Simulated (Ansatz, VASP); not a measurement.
Cu: VASP beside Ansatz

```
Cu
1.0
     0.00000    1.83627    1.83627
     1.83627    0.00000    1.83627
     1.83627    1.83627    0.00000
Cu
1
Direct
  0.00000 0.00000 0.00000
```

Alike in both runs: task single point; functional RPBE; k mesh 15 × 15 × 15; occupations fermi-dirac, width 0.1 eV; non-collinear spin, spin-orbit coupling.

```csv
,VASP,Ansatz
version,VASP 6.6.1,Ansatz 0.2.0
potentials or method,"VASP PAW PBE potentials, release 64 (Cu), cutoff 520 eV","plane waves (420 eV) with PAW, fully relativistic with spin-orbit coupling"
valence electrons in the cell,11,19
```

```csv
,VASP,Ansatz,Ansatz less VASP
net moment per atom (μB),0.00,0.00,0.000
```

VASP's potentials were made for PBE, not for RPBE. With one functional, cell and mesh, what is left measures potentials, basis and numerics. VASP's potentials hold 11 valence electrons a cell and Ansatz's 19, so a difference there can come from the potentials and not from the codes.
